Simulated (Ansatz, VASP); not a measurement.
## WC in VASP and in Ansatz

INCAR

```
SYSTEM = WC
ALGO = Normal ; EDIFF = 1E-7
ENCUT = 520 ; GGA = RE
ISIF = 2 ; ISMEAR = -1
LASPH = .TRUE. ; LCHARG = .FALSE.
LREAL = .FALSE. ; LWAVE = .FALSE.
NBANDS = 16 ; NELM = 80
PREC = Accurate ; SIGMA = 0.05
```

Contents of KPOINTS:

```
k-points
0
G
  10 10 9
  0 0 0
```

File POSCAR:

```
WC
1.0
    2.9257489053      0.0000000000      0.0000000000
   -1.4628744527      2.5337728771      0.0000000000
    0.0000000000      0.0000000000      2.8553859779
W C
1 1
Direct
    0.0000000000      0.0000000000      0.0000000000
    0.6666666667      0.3333333333      0.5000000000
```

File input.yaml:

```yaml
crystal:
  lattice:
    - [2.9257489053, 0.0, 0.0]
    - [-1.4628744527, 2.5337728771, 0.0]
    - [0.0, 0.0, 2.8553859779]
  atoms:
    - { symbol: W, position: [0.0, 0.0, 0.0] }
    - { symbol: C, position: [0.6666666667, 0.3333333333, 0.5] }
hamiltonian:
  xc: revpbe
  pseudopotentials: { kind: paw }
kpoints:
  mp_grid: { grid: [10, 10, 9] }
scf:
  occupations: { method: fermi_dirac, width: 0.05 }
output:
  forces: true
  stress: true
  eigenvalues: true
```

Alike in both runs: task single point; functional revPBE; k mesh 10 × 10 × 9; occupations fermi-dirac, width 0.05 eV; no spin polarisation.

|  | VASP | Ansatz |
| --- | --- | --- |
| version | VASP 6.6.1 | Ansatz 0.2.0 |
| potentials or method | VASP PAW PBE potentials, release 64 (W_sv, C) | Ansatz PAW |
| plane-wave cutoff (eV) | 520 | 420 |
| valence electrons in the cell | 18 | 18 |

Ansatz gave:

* gap on the k mesh at the Fermi level (eV): none
* pressure (GPa): 0.9
* traceless stress, the component that is largest in VASP (GPa): -1.11

Q: Which values does VASP return?

A: gap on the k mesh at the Fermi level (eV): none; pressure (GPa): 1.9; traceless stress, the component that is largest in VASP (GPa): -0.93.

VASP's potentials were made for PBE, not for revPBE. A gap of «none» marks a metal or a gap that the smearing closes.

Neither program's run includes spin-orbit coupling.
